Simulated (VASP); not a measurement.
# Mg16HO16 (a cell with a defect) in VASP: further runs, part 2 of 2

VASP 6.6.1. Earlier steps stand in the parts before.

## Step 3: Single point, PBE

The input, INCAR:

```
ALGO     = Normal         # electronic algorithm
EDIFF    = 1E-6           # SCF threshold, eV
ENCUT    = 520            # plane-wave cutoff, eV
GGA      = PE             # functional
GGA_COMPAT= F            
ISIF     = 2              # what is computed and relaxed
ISMEAR   = -1             # smearing method
LASPH    = T              # aspherical terms in the spheres
LCHARG   = T              # write CHGCAR
LELF     = T              # ELF
LREAL    = Auto         
LVHAR    = T            
LWAVE    = F              # write WAVECAR
NBANDS   = 86             # bands
NELECT   = 128.0        
NELM     = 120            # most SCF steps
PREC     = Accurate       # precision mode
SIGMA    = 0.01           # smearing width, eV
```

The input, KPOINTS:

```
k-points
0
Gamma
  1 1 1
```

The input, POSCAR:

```
Mg16HO16
1.0
   -4.2543812300      4.2543812300      4.2543812300
    4.2543812300     -4.2543812300      4.2543812300
    4.2543812300      4.2543812300     -4.2543812300
Mg O H
16 16 1
Direct
   -0.0053306224      0.0032569954      0.0032573480
    0.0005363882      0.2539525589      0.7538062121
   -0.0057846250      0.4986687571      0.4986793344
    0.0005251057      0.7537919915      0.2539594930
    0.2511097248      0.0064519371      0.7518351852
    0.2458583149      0.2499935813      0.5031415579
    0.2458875788      0.5031219311      0.2500184968
    0.2511185393      0.7518318945      0.0064859021
    0.4955214133      0.0014346387      0.5013028651
    0.5005813736      0.2513568818      0.2513636983
    0.4955282298      0.5013115621      0.0014346387
    0.5003340991      0.7563091613      0.7563115118
    0.7481364100      0.0056078660      0.2495708406
    0.7481513357      0.2495593231      0.0056601651
    0.7486024002      0.4810356405      0.7750182275
    0.7485939383      0.7750127038      0.4811351850
    0.0027572752      0.0068301354      0.5029658567
    0.0032301995      0.2552198407      0.2552373521
    0.0027959413      0.5029776093      0.0068528179
   -0.0457987871      0.7305523017      0.7305385512
    0.2475135497      0.0035378823      0.2503331137
    0.2475025023      0.2503121940      0.0035371771
    0.2475524508      0.5043453757      0.7511790381
    0.2475555064      0.7511724566      0.5043568933
    0.4919535620     -0.0004897304     -0.0004737469
    0.4935167740      0.2486870458      0.7518470553
    0.5356321817      0.5214190690      0.5213747617
    0.4935521493      0.7518737337      0.2486929221
    0.7476442115      0.0055602680      0.7519840905
    0.7475436093      0.2488915409      0.5026674584
    0.7475437268      0.5026208006      0.2488574584
    0.7476473847      0.7519485977      0.0055098494
    0.7449472270      0.6269149039      0.6269436978
```

Potentials or basis: VASP PAW PBE potentials, release 64 (Mg, O, H).

Run with:

```console
$ cat potpaw_PBE.64/Mg/POTCAR potpaw_PBE.64/O/POTCAR potpaw_PBE.64/H/POTCAR > POTCAR
$ mpirun -np 1 vasp_gam > vasp.out
```

OUTCAR:

```text
EDIFF = 1E-6
   ENCUT = 520
   GGA = PE
   ISIF = 2
   ISMEAR = -1
   LASPH = T
   LREAL = Auto
   NELECT = 128.0
   NELM = 120
   PREC = Accurate

 ion  position               nearest neighbor table
   1  0.995  0.003  0.003-  18 2.11  22 2.13  21 2.13  32 2.13  29 2.13  20 2.16  14 2.97  13 2.97
                            12 2.97   7 3.01   6 3.01   2 3.01   4 3.01  10 3.04   5 3.06   8 3.06
   2  0.001  0.254  0.754-  30 2.12  29 2.13  19 2.13  23 2.13  17 2.13  22 2.13  16 2.89  15 2.89
                            11 2.98   6 2.98   7 2.99   8 3.00   5 3.00   3 3.01   1 3.01  13 3.03
   3  0.994  0.499  0.499-  18 2.11  23 2.13  24 2.13  30 2.13  31 2.13  20 2.16  14 2.97  13 2.97
                            10 2.97   4 3.01   2 3.01   6 3.01   7 3.01  12 3.05   5 3.06   8 3.06
   4  0.001  0.754  0.254-  31 2.12  32 2.13  17 2.13  24 2.13  19 2.13  21 2.13  15 2.89  16 2.89
                             9 2.98   7 2.98   6 2.99   5 3.00   8 3.00   3 3.01   1 3.01  13 3.03
   5  0.251  0.006  0.752-  26 2.06  25 2.11  17 2.12  22 2.12  24 2.12  20 2.35   6 2.96  11 2.98
                             9 2.98  14 2.99   4 3.00   2 3.00  12 3.00  10 3.01  16 3.03   3 3.06
[... 272 lines left out ...]
      3     -13.5372      2.00000
      4     -13.1123      2.00000
      5     -13.0793      2.00000
      6     -13.0269      2.00000
[... 68 lines left out ...]
     75      12.2598      0.00000
     76      12.3046      0.00000
 [bands above 76 left out]

------------------------ aborting loop because EDIFF is reached ----------------------------------------

  FORCE on cell =-STRESS in cart. coord.  units (eV):
  Direction    XX          YY          ZZ          XY          YZ          ZX
  --------------------------------------------------------------------------------------
  -------------------------------------------------------------------------------------
  Total       -8.0668654     -5.3720676     -5.3717935     -0.0042167     -6.6996404     -0.0034658
  in kB      -41.9610349    -27.9436317    -27.9422059     -0.0219337    -34.8492045     -0.0180279
  external PRESSURE =     -32.6156241 kB  Pullay stress =       0.0000000 kB

 VOLUME and BASIS-vectors are now :
 -----------------------------------------------------------------------------
  energy-cutoff  :      520.00
  volume of cell :      308.01
      direct lattice vectors                 reciprocal lattice vectors
    -4.254381230  4.254381230  4.254381230     0.000000000  0.117525904  0.117525904
     4.254381230 -4.254381230  4.254381230     0.117525904  0.000000000  0.117525904
     4.254381230  4.254381230 -4.254381230     0.117525904  0.117525904  0.000000000

 POSITION                                       TOTAL-FORCE (eV/Angst)
 -----------------------------------------------------------------------------------
     -4.20399      4.23170      4.23170        -0.000584     -0.006222     -0.007322
      4.28511      2.12885     -2.12429        -0.004630      0.005429     -0.005716
      0.01333      4.22982      4.22973        -0.021576      0.003845      0.004115
      4.28513     -2.12424      2.12871        -0.005316     -0.005917      0.005085
      2.15773      4.23946     -2.10283        -0.000750     -0.006532     -0.011135
      2.15815      2.12296     -0.03101        -0.002217      0.001946     -0.025150
[... 25 lines left out ...]
      0.04174      0.00514      6.35641        -0.001340      0.001138      0.000209
      2.16510      3.16941      3.16917        -0.029013     -0.014673     -0.014422
 -----------------------------------------------------------------------------------
    total drift:                               -0.007771      0.007751      0.007659

  FREE ENERGIE OF THE ION-ELECTRON SYSTEM (eV)
  ---------------------------------------------------
  free  energy   TOTEN  =      -196.6597095685 eV

  energy  without entropy=     -196.6597095685  energy(sigma->0) =     -196.65970957
```

OSZICAR:

```text
N       E                     dE             d eps       ncg     rms          rms(c)
DAV:   1     0.127247692811E+04    0.12725E+04   -0.71299E+04   180   0.146E+03
DAV:   2    -0.705916351870E+02   -0.13431E+04   -0.12719E+04   264   0.329E+02
DAV:   3    -0.217960005340E+03   -0.14737E+03   -0.14614E+03   192   0.117E+02
DAV:   4    -0.220759032295E+03   -0.27990E+01   -0.27928E+01   208   0.172E+01
DAV:   5    -0.220782982559E+03   -0.23950E-01   -0.23946E-01   200   0.172E+00    0.283E+01
DAV:   6    -0.196900781104E+03    0.23882E+02   -0.11142E+02   200   0.328E+01    0.896E+00
DAV:   7    -0.196766085925E+03    0.13470E+00   -0.18293E+00   184   0.505E+00    0.556E+00
DAV:   8    -0.196672746225E+03    0.93340E-01   -0.56893E-01   216   0.395E+00    0.975E-01
DAV:   9    -0.196658674809E+03    0.14071E-01   -0.31387E-02   216   0.812E-01    0.474E-01
DAV:  10    -0.196659854304E+03   -0.11795E-02   -0.38360E-02   208   0.731E-01    0.233E-01
DAV:  11    -0.196659571661E+03    0.28264E-03   -0.22297E-03   208   0.206E-01    0.129E-01
DAV:  12    -0.196659753727E+03   -0.18207E-03   -0.20221E-03   208   0.178E-01    0.510E-02
DAV:  13    -0.196659711743E+03    0.41985E-04   -0.18221E-04   200   0.572E-02    0.216E-02
DAV:  14    -0.196659709517E+03    0.22252E-05   -0.92370E-05   200   0.398E-02    0.929E-03
DAV:  15    -0.196659709568E+03   -0.51127E-07   -0.67947E-06   216   0.126E-02
   1 F= -.19665971E+03 E0= -.19665971E+03  d E =-.221206E-11
```

Run time: 52 s. Hardware: 1 thread of Intel Xeon 6975P-C (Granite Rapids), shared host; peak memory 0.4 GiB.

Results:

| Property | Result |
| --- | --- |
| Free energy | -196.6597 eV |
| Largest force | 0.080 eV/Å |

Forces in eV/Å, atoms in the order of the input:
```
Mg  -0.001 -0.006 -0.007
Mg  -0.005  0.005 -0.006
Mg  -0.022  0.004  0.004
Mg  -0.005 -0.006  0.005
Mg  -0.001 -0.007 -0.011
Mg  -0.002  0.002 -0.025
Mg  -0.001 -0.026  0.002
Mg  -0.001 -0.012 -0.006
Mg  -0.003  0.001 -0.007
Mg  -0.018 -0.002 -0.002
Mg  -0.004 -0.006  0.001
Mg   0.014  0.003  0.002
Mg  -0.002  0.001 -0.006
Mg  -0.002 -0.007  0.001
Mg  -0.013 -0.006 -0.025
Mg  -0.016 -0.030 -0.001
O    0.005  0.003  0.000
O    0.002  0.003  0.003
O    0.005  0.001  0.002
O    0.026  0.054  0.052
O    0.011  0.005  0.008
O    0.011  0.009  0.006
O   -0.006  0.000  0.005
O   -0.006  0.004  0.001
O    0.002  0.005  0.006
O    0.005  0.007  0.002
O    0.016  0.007  0.004
O    0.005  0.004  0.005
O   -0.004  0.001  0.000
O    0.020 -0.007  0.008
O    0.022  0.008 -0.007
O   -0.001  0.001  0.000
H   -0.029 -0.015 -0.014
```

Caveat: the k points lie up to 1.04 Å⁻¹ apart, too coarse for converged energies, forces and pressures; the cell carries a net charge on a neutralising background, which shifts energy and pressure; the cell is charged against a uniform background, so pressure and absolute levels hang on convention.
